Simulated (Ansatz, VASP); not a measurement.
## One calculation of Al2Cu, two programs

The input POSCAR:

```
Al2Cu
1.0
   -2.0273575169      2.0273575169      2.6519634499
    2.0273575169     -2.0273575169      2.6519634499
    2.0273575169      2.0273575169     -2.6519634499
Al Cu
2 1
Direct
    0.7500000000      0.2500000000      0.5000000000
    0.2500000000      0.7500000000      0.5000000000
    0.5000000000      0.5000000000      0.0000000000
```

INCAR.step1

```
SYSTEM = Al2Cu
  ALGO = Normal
  EDIFF = 1E-4
  ENCUT = 520
  GGA = PE
  ISMEAR = 0
  LASPH = .TRUE.
  LCHARG = .FALSE.
  LREAL = .FALSE.
  LWAVE = .TRUE.
  NBANDS = 16
  NELM = 100
  PREC = Accurate
  SIGMA = 0.15
```

The input INCAR.step2:

```
SYSTEM = Al2Cu
  ALGO = Normal
  EDIFF = 1E-7
  ENCUT = 520
  ISIF = 2
  ISMEAR = 0
  ISTART = 1
  LASPH = .TRUE.
  LCHARG = .TRUE.
  LELF = .TRUE.
  LMIXTAU = .TRUE.
  LREAL = .FALSE.
  LVHAR = .TRUE.
  LWAVE = .FALSE.
  METAGGA = R2SCAN
  NBANDS = 16
  NELM = 100
  PREC = Accurate
  SIGMA = 0.15
```

File KPOINTS:

```
k-points
0
G
  16 16 16
  0 0 0
```

Input for Ansatz:

```yaml
crystal:
  lattice:
    - [-2.0273575169, 2.0273575169, 2.6519634499]
    - [2.0273575169, -2.0273575169, 2.6519634499]
    - [2.0273575169, 2.0273575169, -2.6519634499]
  atoms:
    - { symbol: Al, position: [0.75, 0.25, 0.5] }
    - { symbol: Al, position: [0.25, 0.75, 0.5] }
    - { symbol: Cu, position: [0.5, 0.5, 0.0] }
basis:
  ecutwfc: 500
kpoints:
  mp_grid: { grid: [16, 16, 16] }
hamiltonian:
  xc: r2scan
scf:
  occupations: { method: gaussian, width: 0.15 }
output:
  forces: true
  stress: true
  eigenvalues: true
  write_density: true
  write_potential: true
  elf: true
  volumetric_format: npy
```

Change from the starting cell: strain -0.0750 x Voigt [0, 0, 1, 0, 0, 0], atoms carried along.

Alike in both runs: task single point; functional r2SCAN; k mesh 16 × 16 × 16; occupations gaussian, width 0.15 eV; no spin polarisation.

```csv
,VASP,Ansatz
version,VASP 6.6.1,Ansatz 0.2.0
potentials or method,"VASP PAW PBE potentials, release 64 (Al, Cu), cutoff 520 eV","scalar-relativistic, plane waves, PAW"
valence electrons in the cell,17,25
```

```tsv
	VASP	Ansatz	Ansatz less VASP
gap on the k mesh at the Fermi level (eV)	none	none	-
pressure (GPa)	10.1	10.3	+0.20
traceless stress, the component that is largest in VASP (GPa)	7.92	7.96	+0.041
```

VASP's potentials were made for PBE, not for r2SCAN. A gap of «none» marks a metal or a gap that the smearing closes. With one functional, cell and mesh, what is left measures potentials, basis and numerics. VASP's potentials hold 17 valence electrons a cell and Ansatz's 25, so a difference there can come from the potentials and not from the codes.
